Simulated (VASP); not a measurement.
Crystal: Li2GeAs2.

```xyz
5
Lattice="4.6660 0.0000 0.0000 -2.3330 4.0409 0.0000 0.0000 0.0000 7.5033" Properties=species:S:1:pos:R:3 pbc="T T T"
Li    0.0000    2.6939    3.7516
Li    2.3330    1.3470    3.7516
Ge    0.0000    0.0000    3.7516
As    0.0000    0.0000    6.4171
As    0.0000    0.0000    1.0862
```

The cell was generated, and may not be a known phase.

| Quantity | Value |
| --- | --- |
| Program | VASP 6.6.1 |
| Task | relaxation of cell and atoms |
| Functional | PBE |
| Potentials or basis | VASP PAW PBE potentials, release 64 (Li_sv, Ge_d, As) |
| Cutoff | 600 eV |
| k mesh | 9 × 9 × 6 |
| Occupations | gaussian, width 0.1 eV |
| Spin | no spin polarisation |

At the start: pressure -0.4 GPa; volume 28.29 Å³/atom.

**Question.** How do energy, volume and symmetry change on relaxing?

**Answer.** Over 11 steps the energy falls by 17.3 meV/atom and the volume is 28.11 Å³/atom (-0.7 %); space group P6/mmm (No. 191, to 0.1 Å) before and after.

The path:
```tsv
step	energy change (eV)	largest force (eV/Å)	pressure (GPa)	volume (Å³)
1	0.0000	0.6565	-0.40	141.47
2	-0.0718	0.4213	0.05	139.98
3	-0.0827	0.2820	0.43	139.15
4	-0.0797	0.3675	-0.37	140.58
5	-0.0862	0.0128	0.07	139.73
6	-0.0862	0.0073	0.07	139.72
7	-0.0863	0.0019	0.07	139.97
8	-0.0864	0.0149	-0.02	140.70
9	-0.0865	0.0114	0.00	140.55
10	-0.0865	0.0101	0.00	140.50
11	-0.0865	0.0004	-0.01	140.53
```

Final structure:
```
Li Ge As
1.0
     4.72502    0.00000    0.00000
    -2.36251    4.09199    0.00000
     0.00000    0.00000    7.26823
Li Ge As
2 1 2
Direct
  0.33333 0.66667 0.50000
  0.66667 0.33333 0.50000
  0.00000 0.00000 0.50000
  0.00000 0.00000 0.84765
  0.00000 0.00000 0.15235
```

Caveat: the cutoff is under 1.25 times the usual one of these potentials, so pressure, stress and relaxed cells hold a basis-set (Pulay) error.
